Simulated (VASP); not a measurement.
# Zr in VASP: single point with RPBE

Aim: the single point of Zr with RPBE.

Everything below comes from runs of VASP 6.6.1. Logs are shortened: lines on timing, memory, paths and dates and some standing lists are left out, and cuts for length are marked.

### 1 The cell of the first run

The typed cell holds 2 atoms: a = 3.258 Å, b = 3.258 Å, c = 5.213 Å, α = 90.01°, β = 90.01°, γ = 119.96°.

### 2 Single point, RPBE

Input file INCAR:

```
SYSTEM = Zr
PREC = Accurate ; ENCUT = 520
EDIFF = 1E-6 ; ISMEAR = -1
SIGMA = 0.1 ; LREAL = .False.
LASPH = .True. ; NELM = 80
ALGO = Normal ; ISIF = 2
LWAVE = .False. ; LCHARG = .False.
GGA = RP ; ISYM = 0
NBANDS = 19
```

Input file KPOINTS:

```
Automatic mesh
0
Gamma
  12 12 8
  0 0 0
```

Input file POSCAR:

```
Zr
1.0
   -1.7988698422      2.1911120792      1.6063287660
    2.1911120792     -1.7988698422      1.6063287660
    3.6324965332      3.6324965332     -0.8879363906
Zr
2
Direct
    0.0416033148      0.9583966852      1.0000000000
    0.7083966852      0.2916033148      0.5000000000
```

Potentials or basis: VASP PAW PBE potentials, release 64 (Zr_sv).

Command:

```sh
> cat potpaw_PBE.64/Zr_sv/POTCAR > POTCAR
> mpirun -np 1 vasp_std > vasp.out
```

OUTCAR:

```text
SYSTEM = Zr
   PREC = Accurate
   ENCUT = 520
   EDIFF = 1E-6
   ISMEAR = -1
   LREAL = .False.
   LASPH = .True.
   NELM = 80
   ISIF = 2
   GGA = RP
   ISYM = 0

 ion  position               nearest neighbor table
   1  0.042  0.958  0.000-   2 3.21   2 3.21   2 3.21   2 3.21   2 3.22   2 3.22
   2  0.708  0.292  0.500-   1 3.21   1 3.21   1 3.21   1 3.21   1 3.22   1 3.22

IMPORTANT INFORMATION: All symmetrisations will be switched off!
NOSYMM: (Re-)initialisation of all symmetry stuff for point group C_1.

----------------------------------------------------------------------------------------

                                     Primitive cell

  volume of cell :      47.9526

  direct lattice vectors                    reciprocal lattice vectors
    -1.798869842  2.191112079  1.606328766    -0.088372694  0.162255008  0.302248287
     2.191112079 -1.798869842  1.606328766     0.162255008 -0.088372694  0.302248287
     3.632496533  3.632496533 -0.887936391     0.133657421  0.133657421 -0.032637208

  length of vectors
     3.258404051  3.258404051  5.213299642     0.354246309  0.354246309  0.191817099

  position of ions in fractional coordinates (direct lattice)
     0.041603315  0.958396685  1.000000000
     0.708396685  0.291603315  0.500000000

  ion indices of the primitive-cell ions
   primitive index   ion index
                 1           1
                 2           2

----------------------------------------------------------------------------------------

 KPOINTS: Automatic mesh

Automatic generation of k-mesh.
 Grid dimensions read from file:
 generate k-points for:   12   12    8

 Generating k-lattice:

  Cartesian coordinates                     Fractional coordinates (reciprocal lattice)
    -0.007364391  0.013521251  0.025187357     0.083333333  0.000000000  0.000000000
     0.013521251 -0.007364391  0.025187357     0.000000000  0.083333333  0.000000000
     0.016707178  0.016707178 -0.004079651    -0.000000000 -0.000000000  0.125000000

  Length of vectors
     0.029520526  0.029520526  0.023977137

  Shift w.r.t. Gamma in fractional coordinates (k-lattice)
     0.000000000  0.000000000  0.000000000

 Subroutine IBZKPT returns following result:
 ===========================================

 Found    580 irreducible k-points:

 Following reciprocal coordinates:
            Coordinates               Weight
  0.000000  0.000000  0.000000      1.000000
  0.083333 -0.000000  0.000000      2.000000
  0.000000 -0.083333  0.000000      2.000000
  0.166667  0.000000 -0.000000      2.000000
 -0.000000 -0.166667  0.000000      2.000000
  0.250000  0.000000 -0.000000      2.000000
[... 16 lines left out ...]
  0.500000  0.083333 -0.000000      2.000000
 -0.083333  0.500000 -0.000000      2.000000
 [... further k-points ...]
   k-points           NKPTS =    580   k-points in BZ     NKDIM =    580   number of bands    NBANDS=     19
   number of dos      NEDOS =    301   number of ions     NIONS =      2
   total plane-waves  NPLWV =  23040
   dimension x,y,z NGX =    24 NGY =   24 NGZ =   40
   dimension x,y,z NGXF=    48 NGYF=   48 NGZF=   80
   ions per type =               2
   NGX,Y,Z   is equivalent  to a cutoff of  12.24, 12.24, 12.76 a.u.
   NGXF,Y,Z  is equivalent  to a cutoff of  24.49, 24.49, 25.51 a.u.
 SYSTEM =  Zr
   PREC   = accura    normal or accurate (medium, high low for compatibility)
   ISTART =      0    job   : 0-new  1-cont  2-samecut
   ICHARG =      2    charge: 1-file 2-atom 10-const
   ISPIN  =      1    spin polarized calculation?
   LNONCOLLINEAR =      F non collinear calculations
   LSORBIT =      F    spin-orbit coupling
   LASPH  =      T    aspherical Exc in radial PAW
   ENCUT  =  520.0 eV  38.22 Ry    6.18 a.u.   6.06  6.06  9.69*2*pi/ulx,y,z
   NELM   =     80;   NELMIN=  2; NELMDL= -5     # of ELM steps
   EDIFF  = 0.1E-05   stopping-criterion for ELM
   LREAL  =      F    real-space projection
   EDIFFG = 0.1E-04   stopping-criterion for IOM
   NSW    =      0    number of steps for IOM
   IBRION =     -1    ionic relax: 0-MD 1-quasi-New 2-CG
   NFREE  =      0    steps in history (QN), initial steepest desc. (CG)
   ISIF   =      2    stress and relaxation
   ISYM   =      0    0-nonsym 1-usesym 2-fastsym
   POTIM  = 0.5000    time-step for ionic-motion
   TEBEG  =    0.0;   TEEND  =   0.0 temperature during run
   PSTRESS=    0.0 pullay stress
   NELECT =      24.0000    total number of electrons
   NUPDOWN=      -1.0000    fix difference up-down
   EMIN   =  10.00;   EMAX   =-10.00  energy-range for DOS
   EFERMI =   0.00;   METHOD = LEGACY
   ISMEAR =    -1;   SIGMA  =   0.10  broadening in eV -4-tet -1-fermi 0-gaus
   EFERMI_NEDOS =   21; number of points for ismear=-14 and -15
   IALGO  =     38    algorithm
   IMIX   =      4    mixing-type and parameters
     AMIX     =   0.40;   BMIX     =  1.00
     AMIX_MAG =   1.60;   BMIX_MAG =  1.00
  volume/ion in A,a.u.               =      23.98       161.80
  Fermi-wavevector in a.u.,A,eV,Ry     =   1.299794  2.456254 22.986554  1.689464
  Thomas-Fermi vector in A             =   2.431035
   LORBIT       =      0    0 simple, 1 ext, 2 COOP (PROOUT), +10 PAW based schemes
   GGA     = RP    functional components
   LHFCALC =     F    Hartree Fock is set to
   AEXX    =    0.0000 exact exchange contribution
   IVDW    =     0    specifies the selected vdW correction
   LEPSILON=     F    determine dielectric tensor
   LRPA    =     F    only Hartree local field effects (RPA)
 non-spin polarized calculation
  energy-cutoff  :      520.00
  volume of cell :       47.95
 maximum number of plane-waves:      1317
   NGX = 13   NGY = 13   NGZ = 19

 number of electron      24.0000001 magnetization

 Free energy of the ion-electron system (eV)
  ---------------------------------------------------
  ext. energy  EPLUGINS =         0.00000000
  ---------------------------------------------------
  free energy    TOTEN  =       -16.22782686 eV

  energy without entropy =      -16.15576691  energy(sigma->0) =      -16.19179688

 E-fermi :   8.7307     XC(G=0): -10.8735

 val. band max:        8.7255762376   @ k =  -0.3333  -0.3333   0.3750
 cond. band min:       8.7322945892   @ k =  -0.1667  -0.3333   0.3750
 fundamental gap:      0.0067183516
 Fermi energy:         8.7306614146

 k-point     1 :       0.0000    0.0000    0.0000
  band No.  band energies     occupation
      1     -40.1696      2.00000
      2     -40.0359      2.00000
      3     -18.6306      2.00000
      4     -17.8472      2.00000
      5     -17.8465      2.00000
      6     -17.7282      2.00000
[... 11 lines left out ...]
     18      10.8824      0.00000
     19      13.0607      0.00000

 k-point     2 :       0.0833   -0.0000    0.0000
  band No.  band energies     occupation
      1     -40.1626      2.00000
      2     -40.0329      2.00000
      3     -18.6115      2.00000
      4     -17.8896      2.00000
      5     -17.8606      2.00000
      6     -17.7656      2.00000
[... 11 lines left out ...]
     18      10.7216      0.00000
     19      13.1770      0.00000

 k-point     3 :       0.0000   -0.0833    0.0000
  band No.  band energies     occupation
      1     -40.1626      2.00000
      2     -40.0329      2.00000
      3     -18.6115      2.00000
      4     -17.8896      2.00000
      5     -17.8606      2.00000
      6     -17.7656      2.00000
[... 11 lines left out ...]
     18      10.7216      0.00000
     19      13.1770      0.00000

 k-point     4 :       0.1667    0.0000   -0.0000
  band No.  band energies     occupation
      1     -40.1431      2.00000
      2     -40.0252      2.00000
      3     -18.5566      2.00000
      4     -18.0059      2.00000
      5     -17.8972      2.00000
      6     -17.8833      2.00000
[... 11 lines left out ...]
     18      10.9234      0.00000
     19      13.4121      0.00000

 k-point     5 :      -0.0000   -0.1667    0.0000
  band No.  band energies     occupation
      1     -40.1431      2.00000
      2     -40.0252      2.00000
      3     -18.5566      2.00000
      4     -18.0059      2.00000
      5     -17.8972      2.00000
      6     -17.8833      2.00000
[... 11 lines left out ...]
     18      10.9234      0.00000
     19      13.4121      0.00000

 k-point     6 :       0.2500    0.0000   -0.0000
  band No.  band energies     occupation
      1     -40.1153      2.00000
      2     -40.0156      2.00000
      3     -18.4738      2.00000
      4     -18.1646      2.00000
      5     -18.0374      2.00000
      6     -17.9451      2.00000
[... 11 lines left out ...]
     18      11.6559      0.00000
     19      13.6245      0.00000

 k-point     7 :       0.0000   -0.2500    0.0000
  band No.  band energies     occupation
      1     -40.1153      2.00000
      2     -40.0156      2.00000
      3     -18.4738      2.00000
      4     -18.1646      2.00000
      5     -18.0374      2.00000
      6     -17.9451      2.00000
[... 11 lines left out ...]
     18      11.6559      0.00000
     19      13.6245      0.00000

 k-point     8 :       0.3333    0.0000   -0.0000
  band No.  band energies     occupation
      1     -40.0853      2.00000
      2     -40.0081      2.00000
      3     -18.3760      2.00000
      4     -18.3227      2.00000
      5     -18.1850      2.00000
      6     -17.9910      2.00000
[... 256 lines left out ...]
 k-point    20 :      -0.0833   -0.3333    0.0000
  band No.  band energies     occupation
      1     -40.0687      2.00000
      2     -40.0059      2.00000
      3     -18.3786      2.00000
      4     -18.3172      2.00000
      5     -18.2452      2.00000
      6     -18.0260      2.00000
[... 11 lines left out ...]
     18      13.4402      0.00000
     19      13.7022      0.00000

 k-point    21 :       0.4167    0.0833   -0.0000
  band No.  band energies     occupation
      1     -40.0499      2.00000
      2     -40.0059      2.00000
      3     -18.4565      2.00000
      4     -18.3072      2.00000
      5     -18.2425      2.00000
      6     -18.0556      2.00000
[... 11 lines left out ...]
     18      13.7378      0.00000
     19      14.4299      0.00000

 k-point    22 :      -0.0833   -0.4167    0.0000
  band No.  band energies     occupation
      1     -40.0499      2.00000
      2     -40.0059      2.00000
      3     -18.4565      2.00000
      4     -18.3072      2.00000
      5     -18.2425      2.00000
      6     -18.0556      2.00000
[... 11 lines left out ...]
     18      13.7378      0.00000
     19      14.4299      0.00000

 k-point    23 :       0.5000    0.0833   -0.0000
  band No.  band energies     occupation
      1     -40.0498      2.00000
      2     -40.0059      2.00000
      3     -18.4566      2.00000
      4     -18.3075      2.00000
      5     -18.2424      2.00000
      6     -18.0555      2.00000
[... 11 lines left out ...]
     18      13.7376      0.00000
     19      14.4364      0.00000

 k-point    24 :      -0.0833    0.5000   -0.0000
  band No.  band energies     occupation
      1     -40.0498      2.00000
      2     -40.0059      2.00000
      3     -18.4566      2.00000
      4     -18.3075      2.00000
      5     -18.2424      2.00000
      6     -18.0555      2.00000
[... 11 lines left out ...]
     18      13.7376      0.00000
     19      14.4364      0.00000

 [... further k-points ...]

------------------------ aborting loop because EDIFF is reached ----------------------------------------

  FORCE on cell =-STRESS in cart. coord.  units (eV):
  Direction    XX          YY          ZZ          XY          YZ          ZX
  --------------------------------------------------------------------------------------
  -------------------------------------------------------------------------------------
  Total        0.0067879      0.0067631     -0.0095023     -0.0071750     -0.0000824     -0.0000894
  in kB        0.2267957      0.2259676     -0.3174872     -0.2397278     -0.0027536     -0.0029866
  external PRESSURE =       0.0450920 kB  Pullay stress =       0.0000000 kB

 VOLUME and BASIS-vectors are now :
 -----------------------------------------------------------------------------
  energy-cutoff  :      520.00
  volume of cell :       47.95
      direct lattice vectors                 reciprocal lattice vectors
    -1.798869842  2.191112079  1.606328766    -0.088372694  0.162255008  0.302248287
     2.191112079 -1.798869842  1.606328766     0.162255008 -0.088372694  0.302248287
     3.632496533  3.632496533 -0.887936391     0.133657421  0.133657421 -0.032637208

 POSITION                                       TOTAL-FORCE (eV/Angst)
 -----------------------------------------------------------------------------------
      2.02512     -1.63287      1.60633        -0.001548      0.001547      0.000001
      1.18087      2.84387      1.16236         0.001548     -0.001547     -0.000001
 -----------------------------------------------------------------------------------
    total drift:                                0.000001     -0.000000     -0.000001

  FREE ENERGIE OF THE ION-ELECTRON SYSTEM (eV)
  ---------------------------------------------------
  free  energy   TOTEN  =       -16.2278268584 eV

  energy  without entropy=      -16.1557669088  energy(sigma->0) =      -16.19179688
```

It took 3 min on 1 thread of Intel Xeon Platinum 8488C (Sapphire Rapids), shared host; peak memory 0.49 GiB.

What came out:

* Free energy: -16.2278 eV
* Pressure: 0.0 GPa
* Band gap on the k mesh: zero (bands 12 and 13 overlap by 1.05 eV)

Forces on the atoms (eV/Å):
```
Zr  -0.002  0.002  0.000
Zr   0.002 -0.002  0.000
```

Caveat: the PAW data sets were made with another functional, which shifts forces and pressure a little.
